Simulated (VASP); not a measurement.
# Pt (Im-3m) in VASP: electric field gradients with PBEsol

Aim: the electric field gradients of Pt with PBEsol.

Everything below comes from runs of VASP 6.6.1. Logs are shortened: lines on timing, memory, paths and dates and some standing lists are left out, and cuts for length are marked.

## Step 1: The cell of the first run

It takes space group Im-3m (No. 229, cubic). The conventional cell has a = 3.168 Å, b = 3.168 Å, c = 3.168 Å, α = 90.00°, β = 90.00°, γ = 90.00°. Within 3.6 Å of Pt (site symmetry m-3m) lie 14 Pt at 2.74 to 3.17 Å.

This isn't the form of Pt at room conditions, which is fcc.

## Step 2: Electric field gradients, PBEsol

File INCAR:

```
SYSTEM = Pt
ALGO     = Normal         ! electronic algorithm
EDIFF    = 1E-8           ! SCF threshold, eV
ENCUT    = 400            ! plane-wave cutoff, eV
GGA      = PS             ! functional
GGA_COMPAT= .False.      
ISIF     = 2              ! what is computed and relaxed
ISMEAR   = -1             ! smearing method
LASPH    = .True.         ! aspherical terms in the spheres
LCHARG   = .False.        ! write CHGCAR
LEFG     = .True.       
LREAL    = .False.        ! projectors in reciprocal space
LWAVE    = .False.        ! write WAVECAR
NBANDS   = 11             ! bands
NELM     = 120            ! most SCF steps
PREC     = Accurate       ! precision mode
SIGMA    = 0.1            ! smearing width, eV
```

File KPOINTS:

```
k-points
0
Gamma
  6 6 6
  0 0 0
```

File POSCAR:

```
Pt
1.0
   -1.5842200000      1.5842200000      1.5842200000
    1.5842200000     -1.5842200000      1.5842200000
    1.5842200000      1.5842200000     -1.5842200000
Pt
1
Direct
    0.0000000000      0.0000000000      0.0000000000
```

Potentials or basis: VASP PAW PBE potentials, release 64 (Pt).

On the command line:

```sh
$ cat potpaw_PBE.64/Pt/POTCAR > POTCAR
$ mpirun -np 1 vasp_std > vasp.out
```

OUTCAR:

```text
SYSTEM = Pt
   EDIFF = 1E-8
   ENCUT = 400
   GGA = PS
   ISIF = 2
   ISMEAR = -1
   LASPH = .True.
   LREAL = .False.
   NELM = 120
   PREC = Accurate

 ion  position               nearest neighbor table
   1  0.000  0.000  0.000-

  LATTYP: Found a body centered cubic cell.
 ALAT       =     3.1684400000

  Lattice vectors:

 A1 = (  -1.5842200000,   1.5842200000,   1.5842200000)
 A2 = (   1.5842200000,  -1.5842200000,   1.5842200000)
 A3 = (   1.5842200000,   1.5842200000,  -1.5842200000)

Analysis of symmetry for initial positions (statically):
=====================================================================
 Subroutine PRICEL returns:
 Original cell was already a primitive cell.

 Routine SETGRP: Setting up the symmetry group for a
 body centered cubic supercell.

 Subroutine GETGRP returns: Found 48 space group operations
 (whereof 48 operations were pure point group operations)
 out of a pool of 48 trial point group operations.

The static configuration has the point symmetry O_h .

Analysis of symmetry for dynamics (positions and initial velocities):
=====================================================================
 Subroutine PRICEL returns:
 Original cell was already a primitive cell.

 Routine SETGRP: Setting up the symmetry group for a
 body centered cubic supercell.

 Subroutine GETGRP returns: Found 48 space group operations
 (whereof 48 operations were pure point group operations)
 out of a pool of 48 trial point group operations.

The dynamic configuration has the point symmetry O_h .

 Subroutine INISYM returns: Found 48 space group operations
 (whereof 48 operations are pure point group operations),
 and found     1 'primitive' translations

----------------------------------------------------------------------------------------

                                     Primitive cell

  volume of cell :      15.9040

  direct lattice vectors                    reciprocal lattice vectors
    -1.584220000  1.584220000  1.584220000     0.000000000  0.315612731  0.315612731
     1.584220000 -1.584220000  1.584220000     0.315612731  0.000000000  0.315612731
     1.584220000  1.584220000 -1.584220000     0.315612731  0.315612731  0.000000000

  length of vectors
     2.743949530  2.743949530  2.743949530     0.446343804  0.446343804  0.446343804

  position of ions in fractional coordinates (direct lattice)
     0.000000000  0.000000000  0.000000000

  ion indices of the primitive-cell ions
   primitive index   ion index
                 1           1

----------------------------------------------------------------------------------------

 KPOINTS: k-points

Automatic generation of k-mesh.
 Grid dimensions read from file:
 generate k-points for:    6    6    6

 Generating k-lattice:

  Cartesian coordinates                     Fractional coordinates (reciprocal lattice)
     0.000000000  0.052602122  0.052602122     0.166666667  0.000000000  0.000000000
     0.052602122  0.000000000  0.052602122     0.000000000  0.166666667  0.000000000
     0.052602122  0.052602122  0.000000000     0.000000000  0.000000000  0.166666667

  Length of vectors
     0.074390634  0.074390634  0.074390634

  Shift w.r.t. Gamma in fractional coordinates (k-lattice)
     0.000000000  0.000000000  0.000000000

 Subroutine IBZKPT returns following result:
 ===========================================

 Found     16 irreducible k-points:

 Following reciprocal coordinates:
            Coordinates               Weight
  0.000000  0.000000  0.000000      1.000000
  0.166667  0.000000  0.000000     12.000000
  0.333333  0.000000  0.000000     12.000000
  0.500000  0.000000  0.000000      6.000000
  0.166667  0.166667  0.000000     24.000000
  0.333333  0.166667  0.000000     48.000000
[... 8 lines left out ...]
  0.500000  0.500000  0.333333     12.000000
  0.500000  0.500000  0.500000      1.000000
   k-points           NKPTS =     16   k-points in BZ     NKDIM =     16   number of bands    NBANDS=     11
   number of dos      NEDOS =    301   number of ions     NIONS =      1
   total plane-waves  NPLWV =   5832
   dimension x,y,z NGX =    18 NGY =   18 NGZ =   18
   dimension x,y,z NGXF=    36 NGYF=   36 NGZF=   36
   ions per type =               1
   NGX,Y,Z   is equivalent  to a cutoff of  10.91, 10.91, 10.91 a.u.
   NGXF,Y,Z  is equivalent  to a cutoff of  21.81, 21.81, 21.81 a.u.
 SYSTEM =  Pt
   PREC   = accura    normal or accurate (medium, high low for compatibility)
   ISTART =      0    job   : 0-new  1-cont  2-samecut
   ICHARG =      2    charge: 1-file 2-atom 10-const
   ISPIN  =      1    spin polarized calculation?
   LNONCOLLINEAR =      F non collinear calculations
   LSORBIT =      F    spin-orbit coupling
   LASPH  =      T    aspherical Exc in radial PAW
   ENCUT  =  400.0 eV  29.40 Ry    5.42 a.u.   4.47  4.47  4.47*2*pi/ulx,y,z
   NELM   =    120;   NELMIN=  2; NELMDL= -5     # of ELM steps
   EDIFF  = 0.1E-07   stopping-criterion for ELM
   LREAL  =      F    real-space projection
   EDIFFG = 0.1E-06   stopping-criterion for IOM
   NSW    =      0    number of steps for IOM
   IBRION =     -1    ionic relax: 0-MD 1-quasi-New 2-CG
   NFREE  =      0    steps in history (QN), initial steepest desc. (CG)
   ISIF   =      2    stress and relaxation
   ISYM   =      2    0-nonsym 1-usesym 2-fastsym
   POTIM  = 0.5000    time-step for ionic-motion
   TEBEG  =    0.0;   TEEND  =   0.0 temperature during run
   PSTRESS=    0.0 pullay stress
   NELECT =      10.0000    total number of electrons
   NUPDOWN=      -1.0000    fix difference up-down
   EMIN   =  10.00;   EMAX   =-10.00  energy-range for DOS
   EFERMI =   0.00;   METHOD = LEGACY
   ISMEAR =    -1;   SIGMA  =   0.10  broadening in eV -4-tet -1-fermi 0-gaus
   EFERMI_NEDOS =   21; number of points for ismear=-14 and -15
   IALGO  =     38    algorithm
   IMIX   =      4    mixing-type and parameters
     AMIX     =   0.40;   BMIX     =  1.00
     AMIX_MAG =   1.60;   BMIX_MAG =  1.00
  volume/ion in A,a.u.               =      15.90       107.33
  Fermi-wavevector in a.u.,A,eV,Ry     =   1.402510  2.650360 26.763132  1.967035
  Thomas-Fermi vector in A             =   2.525265
   LORBIT       =      0    0 simple, 1 ext, 2 COOP (PROOUT), +10 PAW based schemes
   GGA     = PS    functional components
   LHFCALC =     F    Hartree Fock is set to
   AEXX    =    0.0000 exact exchange contribution
   IVDW    =     0    specifies the selected vdW correction
   LEPSILON=     F    determine dielectric tensor
   LRPA    =     F    only Hartree local field effects (RPA)
 non-spin polarized calculation
  energy-cutoff  :      400.00
  volume of cell :       15.90
 maximum number of plane-waves:       321
 NGX is ok and might be reduce to    18
   NGX =  9   NGY =  9   NGZ =  9

 number of electron      10.0000004 magnetization

 Free energy of the ion-electron system (eV)
  ---------------------------------------------------
  ext. energy  EPLUGINS =         0.00000000
  ---------------------------------------------------
  free energy    TOTEN  =        -6.83978115 eV

  energy without entropy =       -6.79830608  energy(sigma->0) =       -6.81904361

 E-fermi :   9.7324     XC(G=0): -13.3025

 val. band max:        9.5271916584   @ k =   0.3333   0.0000   0.0000
 cond. band min:       9.7954973153   @ k =  -0.3333   0.5000   0.1667
 fundamental gap:      0.2683056569
 Fermi energy:         9.7323521475

 k-point     1 :       0.0000    0.0000    0.0000
  band No.  band energies     occupation
      1       0.4056      2.00000
      2       6.4929      2.00000
      3       6.4929      2.00000
      4       6.4929      2.00000
      5       8.9590      1.99912
      6       8.9590      1.99912
      7      26.9834      0.00000
      8      26.9834      0.00000
      9      26.9834      0.00000
     10      36.8997      0.00000
     11      36.8997      0.00000

 k-point     2 :       0.1667    0.0000    0.0000
  band No.  band energies     occupation
      1       1.4668      2.00000
      2       6.0986      2.00000
      3       6.4601      2.00000
      4       7.3644      2.00000
      5       8.5874      1.99998
      6       8.9975      1.99871
      7      26.8251      0.00000
      8      26.9874      0.00000
      9      28.5592      0.00000
     10      32.3509      0.00000
     11      32.5328      0.00000
[... 183 lines left out ...]
 k-point    16 :       0.5000    0.5000    0.5000
  band No.  band energies     occupation
      1       3.8989      2.00000
      2       3.8989      2.00000
      3      10.4759      0.00118
      4      10.4759      0.00118
      5      10.4759      0.00118
      6      17.5027      0.00000
      7      17.5027      0.00000
      8      17.5027      0.00000
      9      22.5303      0.00000
     10      28.8216      0.00000
     11      28.8216      0.00000

------------------------ aborting loop because EDIFF is reached ----------------------------------------

  FORCE on cell =-STRESS in cart. coord.  units (eV):
  Direction    XX          YY          ZZ          XY          YZ          ZX
  --------------------------------------------------------------------------------------
  -------------------------------------------------------------------------------------
  Total       -1.0321516     -1.0321516     -1.0321516     -0.0000000     -0.0000000      0.0000000
  in kB     -103.9794708   -103.9794708   -103.9794708     -0.0000000     -0.0000000      0.0000000
  external PRESSURE =    -103.9794708 kB  Pullay stress =       0.0000000 kB

 VOLUME and BASIS-vectors are now :
 -----------------------------------------------------------------------------
  energy-cutoff  :      400.00
  volume of cell :       15.90
      direct lattice vectors                 reciprocal lattice vectors
    -1.584220000  1.584220000  1.584220000     0.000000000  0.315612731  0.315612731
     1.584220000 -1.584220000  1.584220000     0.315612731  0.000000000  0.315612731
     1.584220000  1.584220000 -1.584220000     0.315612731  0.315612731  0.000000000

 POSITION                                       TOTAL-FORCE (eV/Angst)
 -----------------------------------------------------------------------------------
      0.00000      0.00000      0.00000        -0.000000     -0.000000     -0.000000
 -----------------------------------------------------------------------------------
    total drift:                                0.000000     -0.000000      0.000000

  FREE ENERGIE OF THE ION-ELECTRON SYSTEM (eV)
  ---------------------------------------------------
  free  energy   TOTEN  =        -6.8397811477 eV

  energy  without entropy=       -6.7983060810  energy(sigma->0) =       -6.81904361

 Electric field gradients (V/A^2)
---------------------------------------------------------------------
 ion       V_xx      V_yy      V_zz      V_xy      V_xz      V_yz
---------------------------------------------------------------------
   1      -0.000     0.000    -0.000    -0.000    -0.000    -0.000
---------------------------------------------------------------------

 Electric field gradients after diagonalization (V/A^2)
 (convention: |V_zz| > |V_xx| > |V_yy|)
----------------------------------------------------------------------
 ion       V_xx      V_yy      V_zz     asymmetry (V_yy - V_xx)/ V_zz
----------------------------------------------------------------------
   1       0.000     0.000    -0.001       0.000
----------------------------------------------------------------------

           NMR quadrupolar parameters

 Cq : quadrupolar parameter    Cq=e*Q*V_zz/h
 eta: asymmetry parameters     (V_yy - V_xx)/ V_zz
 Q  : nuclear electric quadrupole moment in mb (millibarn)
----------------------------------------------------------------------
 ion       Cq(MHz)       eta       Q (mb)
----------------------------------------------------------------------
   1      -0.000       0.000       1.000
----------------------------------------------------------------------
```

It took 2.2 s on 1 thread of AMD EPYC 7R13 (Zen 3), shared host; peak memory 0.09 GiB.

Results:

```yaml
Free_energy: -6.8398 eV
Pressure: -10.4 GPa
Band_gap_on_the_k_mesh: zero (bands 5 and 6 overlap by 1.90 eV)
Largest_electric_field_gradient_by_atom: zero within the noise of the run
```

Levels at points of the mesh, in eV from the Fermi level:
| k point | band 3 | band 4 | band 5 | band 6 | band 7 | band 8 |
| --- | --- | --- | --- | --- | --- | --- |
| (0.00, 0.00, 0.00) | -3.24 | -3.24 | -0.77 | -0.77 | 17.25 | 17.25 |
| (0.50, 0.00, 0.00) | -0.95 | -0.45 | 0.39 | 1.26 | 6.41 | 13.39 |
| (0.50, 0.50, 0.50) | 0.74 | 0.74 | 0.74 | 7.77 | 7.77 | 7.77 |

Caveat: the k points lie up to 0.47 Å⁻¹ apart, too coarse for converged energies and pressures of a metal; the PAW data sets were made with another functional, which shifts forces and pressure a little; spin-orbit coupling is left out, which moves the levels of the heavy elements.
